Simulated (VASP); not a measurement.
# Al2Cu (P-62m) in VASP: further runs

Al2Cu is run at these levels: PBE; tasks: single point, relaxation of cell and atoms.

Everything below comes from runs of VASP 6.6.1. Logs are shortened: lines on timing, memory, paths and dates and some standing lists are left out, and cuts for length are marked.

## Step 1: The cell of the first run

It takes space group P-62m (No. 189, hexagonal). Conventional cell: a = 4.783 Å, b = 4.783 Å, c = 4.443 Å, α = 90.00°, β = 90.00°, γ = 120.00°. Within 3.6 Å of Al (site symmetry -62m) lie 6 Al at 2.73 Å and 6 Cu at 2.76 Å. Al (site symmetry m2m) has 8 Al at 2.73 to 2.76 Å and 4 Cu at 2.73 Å within 3.6 Å. Within 3.6 Å of Cu (site symmetry -6) lie 9 Al at 2.73 to 2.76 Å and 3 Cu at 2.76 Å.

## Step 2: Single point, PBE

Input file INCAR:

```
PREC     = Accurate       # precision mode
ENCUT    = 520            # plane-wave cutoff, eV
EDIFF    = 1E-6           # SCF threshold, eV
ISMEAR   = 0              # smearing method
SIGMA    = 0.1            # smearing width, eV
LREAL    = F              # projectors in reciprocal space
LASPH    = T              # aspherical terms in the spheres
NELM     = 100            # most SCF steps
ALGO     = Fast           # electronic algorithm
ISIF     = 2              # what is computed and relaxed
LWAVE    = F              # write WAVECAR
LCHARG   = F              # write CHGCAR
GGA      = PE             # functional
NBANDS   = 26             # bands
```

Input file KPOINTS:

```
regular mesh
0
Gamma
  6 6 4
```

Input file POSCAR:

```
Al2Cu
1.0
    4.7831794300      0.0000000000      0.0000000000
   -2.3915897100      4.1423548900      0.0000000000
    0.0000000000      0.0000000000      4.4430657400
Al Cu
4 2
Direct
    0.0000000000      0.0000000000      0.0000000000
    0.0000000000      0.3333333300      0.5000000000
    0.6666666700      0.6666666700      0.5000000000
    0.3333333300      0.0000000000      0.5000000000
    0.6666666700      0.3333333300      0.0000000000
    0.3333333300      0.6666666700      0.0000000000
```

Potentials or basis: VASP PAW PBE potentials, release 64 (Al, Cu).

Started as:

```bash
> cat potpaw_PBE.64/Al/POTCAR potpaw_PBE.64/Cu/POTCAR > POTCAR
> mpirun -np 1 vasp_std > vasp.out
```

OUTCAR:

```text
PREC = Accurate
   ENCUT = 520
   EDIFF = 1E-6
   ISMEAR = 0
   LREAL = F
   LASPH = T
   NELM = 100
   ISIF = 2
   GGA = PE

 ion  position               nearest neighbor table
   1  0.000  0.000  0.000-   2 2.73   2 2.73   3 2.73   3 2.73   4 2.73   4 2.73   6 2.76   5 2.76
                             6 2.76   5 2.76   5 2.76   6 2.76
   2  0.000  0.333  0.500-   1 2.73   1 2.73   5 2.73   5 2.73   6 2.73   6 2.73   3 2.76   4 2.76
                             4 2.76   3 2.76   3 2.76   4 2.76
   3  0.667  0.667  0.500-   1 2.73   1 2.73   5 2.73   5 2.73   6 2.73   6 2.73   2 2.76   4 2.76
                             4 2.76   2 2.76   4 2.76   2 2.76
   4  0.333  0.000  0.500-   6 2.73   6 2.73   1 2.73   1 2.73   5 2.73   5 2.73   2 2.76   3 2.76
                             2 2.76   3 2.76   3 2.76   2 2.76
   5  0.667  0.333  0.000-   2 2.73   2 2.73   4 2.73   4 2.73   3 2.73   3 2.73   6 2.76   1 2.76
                             6 2.76   1 2.76   1 2.76   6 2.76
   6  0.333  0.667  0.000-   4 2.73   4 2.73   2 2.73   2 2.73   3 2.73   3 2.73   5 2.76   1 2.76
                             5 2.76   1 2.76   1 2.76   5 2.76

  LATTYP: Found a hexagonal cell.
 ALAT       =     4.7831794300
 C/A-ratio  =     0.9288938048

  Lattice vectors:

 A1 = (   4.7831794300,   0.0000000000,   0.0000000000)
 A2 = (  -2.3915897100,   4.1423548900,   0.0000000000)
 A3 = (   0.0000000000,   0.0000000000,   4.4430657400)

Analysis of symmetry for initial positions (statically):
=====================================================================
 Subroutine PRICEL returns:
 Original cell was already a primitive cell.

 Routine SETGRP: Setting up the symmetry group for a
 hexagonal supercell.

 Subroutine GETGRP returns: Found 12 space group operations
 (whereof 12 operations were pure point group operations)
 out of a pool of 24 trial point group operations.

The static configuration has the point symmetry D_3h.

Analysis of symmetry for dynamics (positions and initial velocities):
=====================================================================
 Subroutine PRICEL returns:
 Original cell was already a primitive cell.

 Routine SETGRP: Setting up the symmetry group for a
 hexagonal supercell.

 Subroutine GETGRP returns: Found 12 space group operations
 (whereof 12 operations were pure point group operations)
 out of a pool of 24 trial point group operations.

The dynamic configuration has the point symmetry D_3h.

[... 104 lines left out ...]
   EDIFFG = 0.1E-04   stopping-criterion for IOM
   NSW    =      0    number of steps for IOM
   IBRION =     -1    ionic relax: 0-MD 1-quasi-New 2-CG
   NFREE  =      0    steps in history (QN), initial steepest desc. (CG)
   ISIF   =      2    stress and relaxation
   ISYM   =      2    0-nonsym 1-usesym 2-fastsym
   POTIM  = 0.5000    time-step for ionic-motion
   TEBEG  =    0.0;   TEEND  =   0.0 temperature during run
   PSTRESS=    0.0 pullay stress
   NELECT =      34.0000    total number of electrons
   NUPDOWN=      -1.0000    fix difference up-down
   EMIN   =  10.00;   EMAX   =-10.00  energy-range for DOS
   EFERMI =   0.00;   METHOD = LEGACY
   ISMEAR =     0;   SIGMA  =   0.10  broadening in eV -4-tet -1-fermi 0-gaus
   EFERMI_NEDOS =   21; number of points for ismear=-14 and -15
   IALGO  =     68    algorithm
   IMIX   =      4    mixing-type and parameters
     AMIX     =   0.40;   BMIX     =  1.00
     AMIX_MAG =   1.60;   BMIX_MAG =  1.00
  volume/ion in A,a.u.               =      14.67        99.01
  Fermi-wavevector in a.u.,A,eV,Ry     =   1.192209  2.252947 19.338793  1.421361
  Thomas-Fermi vector in A             =   2.328252
   LORBIT       =      0    0 simple, 1 ext, 2 COOP (PROOUT), +10 PAW based schemes
   GGA     = PE    functional components
   LHFCALC =     F    Hartree Fock is set to
   AEXX    =    0.0000 exact exchange contribution
   IVDW    =     0    specifies the selected vdW correction
   LEPSILON=     F    determine dielectric tensor
   LRPA    =     F    only Hartree local field effects (RPA)
 non-spin polarized calculation
 RMM-DIIS sequential band-by-band and
 Gauss-broadening in eV      SIGMA  =   0.10
  energy-cutoff  :      520.00
  volume of cell :       88.03
 maximum number of plane-waves:      2397
 NGX is ok and might be reduce to    36
   NGX = 17   NGY = 17   NGZ = 17

 number of electron      34.0000039 magnetization

 Free energy of the ion-electron system (eV)
  ---------------------------------------------------
  ext. energy  EPLUGINS =         0.00000000
  ---------------------------------------------------
  free energy    TOTEN  =       -22.63262545 eV

  energy without entropy =      -22.62750844  energy(sigma->0) =      -22.63006694

 E-fermi :   8.2295     XC(G=0): -10.9422

 val. band max:        8.1402214904   @ k =   0.1667   0.0000   0.0000
 cond. band min:       8.3004046644   @ k =   0.1667   0.0000   0.5000
 fundamental gap:      0.1601831740
 Fermi energy:         8.2294857569

 k-point     1 :       0.0000    0.0000    0.0000
  band No.  band energies     occupation
      1      -2.8350      2.00000
      2       3.1388      2.00000
      3       3.8082      2.00000
      4       3.8082      2.00000
      5       4.0571      2.00000
      6       4.3172      2.00000
[... 598 lines left out ...]
     25      16.0444      0.00000
     26      16.0448      0.00000

------------------------ aborting loop because EDIFF is reached ----------------------------------------

  FORCE on cell =-STRESS in cart. coord.  units (eV):
  Direction    XX          YY          ZZ          XY          YZ          ZX
  --------------------------------------------------------------------------------------
  -------------------------------------------------------------------------------------
  Total        1.1171530      1.1171530     -0.3999556      0.0000000      0.0000000      0.0000000
  in kB       20.3318323     20.3318323     -7.2790654      0.0000000      0.0000000      0.0000000
  external PRESSURE =      11.1281997 kB  Pullay stress =       0.0000000 kB

 VOLUME and BASIS-vectors are now :
 -----------------------------------------------------------------------------
  energy-cutoff  :      520.00
  volume of cell :       88.03
      direct lattice vectors                 reciprocal lattice vectors
     4.783179430  0.000000000  0.000000000     0.209065960  0.120704288  0.000000000
    -2.391589710  4.142354890  0.000000000     0.000000000  0.241408577  0.000000000
     0.000000000  0.000000000  4.443065740     0.000000000  0.000000000  0.225069819

 POSITION                                       TOTAL-FORCE (eV/Angst)
 -----------------------------------------------------------------------------------
      0.00000      0.00000      0.00000        -0.000000     -0.000000      0.000000
     -0.79720      1.38078      2.22153        -0.230291      0.398876      0.000000
      1.59439      2.76157      2.22153        -0.230291     -0.398876      0.000000
      1.59439      0.00000      2.22153         0.460582     -0.000000      0.000000
      2.39159      1.38078      0.00000        -0.000000     -0.000000      0.000000
     -0.00000      2.76157      0.00000        -0.000000     -0.000000      0.000000
 -----------------------------------------------------------------------------------
    total drift:                                0.000001      0.000002      0.000000

  FREE ENERGIE OF THE ION-ELECTRON SYSTEM (eV)
  ---------------------------------------------------
  free  energy   TOTEN  =       -22.6326254454 eV

  energy  without entropy=      -22.6275084415  energy(sigma->0) =      -22.63006694
```

OSZICAR:

```text
N       E                     dE             d eps       ncg     rms          rms(c)
DAV:   1     0.187952623100E+03    0.18795E+03   -0.13432E+04  1092   0.144E+03
DAV:   2    -0.149865886087E+02   -0.20294E+03   -0.19119E+03  1096   0.284E+02
DAV:   3    -0.268130757920E+02   -0.11826E+02   -0.10983E+02  1410   0.879E+01
DAV:   4    -0.272111850691E+02   -0.39811E+00   -0.39555E+00  1694   0.139E+01
DAV:   5    -0.272159226984E+02   -0.47376E-02   -0.47362E-02  1484   0.154E+00    0.206E+01
RMM:   6    -0.332436303228E+02   -0.60277E+01   -0.10456E+02  1342   0.134E+02    0.195E+01
RMM:   7    -0.230548409944E+02    0.10189E+02   -0.33196E+01  1147   0.790E+01    0.425E+00
RMM:   8    -0.226540072865E+02    0.40083E+00   -0.25423E+00  1182   0.219E+01    0.107E+00
RMM:   9    -0.226315287954E+02    0.22478E-01   -0.33354E-01  1259   0.283E+00    0.324E-01
RMM:  10    -0.226395405163E+02   -0.80117E-02   -0.65064E-02  1315   0.232E+00    0.634E-01
RMM:  11    -0.226319852054E+02    0.75553E-02   -0.21928E-02  1311   0.201E+00    0.910E-02
RMM:  12    -0.226326288562E+02   -0.64365E-03   -0.69667E-03  1475   0.476E-01    0.709E-02
RMM:  13    -0.226326934392E+02   -0.64583E-04   -0.25138E-03  1311   0.650E-01    0.948E-02
RMM:  14    -0.226326043706E+02    0.89069E-04   -0.10729E-03  1303   0.450E-01    0.452E-02
RMM:  15    -0.226326208596E+02   -0.16489E-04   -0.44746E-04  1563   0.149E-01    0.946E-03
RMM:  16    -0.226326246812E+02   -0.38216E-05   -0.41039E-05  1341   0.383E-02    0.669E-03
RMM:  17    -0.226326254454E+02   -0.76423E-06   -0.94841E-06  1220   0.418E-02
   1 F= -.22632625E+02 E0= -.22630067E+02  d E =-.511700E-02
```

Run time: 48 s. Hardware: 1 thread of Intel Xeon Platinum 8124M at 3.00GHz (Skylake/Cascade Lake), shared host; peak memory 0.22 GiB.

What came out:

```yaml
Free_energy: -22.6326 eV
Pressure: 1.1 GPa
Largest_force: 0.461 eV/Å
Band_gap_on_the_k_mesh: zero (band 17 reaches 9.95 eV, above the bottom of band 18 at 7.04 eV)
```

Forces on the atoms (eV/Å):
```
Al   0.000  0.000  0.000
Al  -0.230  0.399  0.000
Al  -0.230 -0.399  0.000
Al   0.461  0.000  0.000
Cu   0.000  0.000  0.000
Cu   0.000  0.000  0.000
```

Levels at points of the mesh, in eV from the Fermi level:
```csv
k point,band 13,band 14,band 15,band 16,band 17,band 18,band 19,band 20,band 21,band 22
"(0.00, 0.00, 0.00)",-2.91,-1.88,-1.88,-1.40,-1.19,-1.19,-1.00,3.43,4.23,4.23
"(0.50, 0.00, 0.00)",-2.86,-2.55,-1.18,-1.05,-0.79,0.10,2.20,2.72,3.67,3.73
"(0.00, 0.00, 0.50)",-2.33,-1.74,-0.78,-0.78,0.16,0.16,0.33,0.92,0.92,0.93
"(0.50, 0.00, 0.50)",-3.17,-3.03,-2.83,-2.47,-1.29,-0.36,4.30,4.35,5.25,5.48
```

(Part 1 of 3 ends here.)
